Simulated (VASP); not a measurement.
Wanted: the native input for a VASP 6.6.1 run.

| Property | Result |
| --- | --- |
| Task | single point |
| Functional | LDA |
| Potentials or basis | VASP PAW LDA potentials, release 64 (Li_sv, Hf_pv, N) |
| Cutoff | 750 eV |
| k mesh | 9 × 9 × 6 |
| Occupations | gaussian, width 0.05 eV |
| Spin | no spin polarisation |
| Dipole correction | no |
| Further INCAR settings | ALGO = Normal; EDIFF = 1e-06; NBANDS = 21 |

The structure of Li2HfN2 lies in POSCAR:

```
Li2HfN2
1.0
    3.4960906296      0.0000000000      0.0000000000
   -1.7480453148      3.0277032991      0.0000000000
    0.0000000000      0.0000000000      4.9897075656
Li Hf N
2 1 2
Direct
    0.6666666667      0.3333333333      0.3827885700
    0.3333333333      0.6666666667      0.6172114300
    0.0000000000      0.0000000000      0.0000000000
    0.6666666667      0.3333333333      0.7793848600
    0.3333333333      0.6666666667      0.2206151400
```

This cell differs from its parent crystal: strain +0.080 along x and y, -0.080 along z.

These files were run (other wordings do the same):

INCAR

```
SYSTEM = Li2HfN2
PREC     = Accurate       ! precision mode
ENCUT    = 750            ! plane-wave cutoff, eV
EDIFF    = 1E-6           ! SCF threshold, eV
ISMEAR   = 0              ! smearing method
SIGMA    = 0.05           ! smearing width, eV
LREAL    = .FALSE.        ! projectors in reciprocal space
LASPH    = .TRUE.         ! aspherical terms in the spheres
NELM     = 120            ! most SCF steps
ALGO     = Normal         ! electronic algorithm
ISIF     = 2              ! what is computed and relaxed
LWAVE    = .FALSE.        ! write WAVECAR
LCHARG   = .FALSE.        ! write CHGCAR
GGA      = CA             ! functional
NBANDS   = 21             ! bands
GGA_COMPAT= .FALSE.
```

KPOINTS

```
regular mesh
0
G
  9 9 6
  0 0 0
```

Potentials or basis: VASP PAW LDA potentials, release 64 (Li_sv, Hf_pv, N).

The run is started by

```bash
$ cat potpaw_LDA.64/Li_sv/POTCAR potpaw_LDA.64/Hf_pv/POTCAR potpaw_LDA.64/N/POTCAR > POTCAR
$ mpirun -np 1 vasp_std > vasp.out
```

Results of the run:

* Pressure: -19.2 GPa
* Largest force: 0.534 eV/Å
* Band gap on the k mesh: 2.06 eV (least direct gap 2.58 eV)

Caveat: the cell differs from its parent crystal (strain +0.080 along x and y, -0.080 along z); the cell stands under tension; spin-orbit coupling is left out, which moves the levels of the heavy elements; an odd mesh through Γ misses points on the zone boundary, where band edges can lie.

Run time: 43 s on 1 thread of Intel(R) Xeon(R) 6975P-C (Granite Rapids) (shared host), peak memory 0.25 GiB.
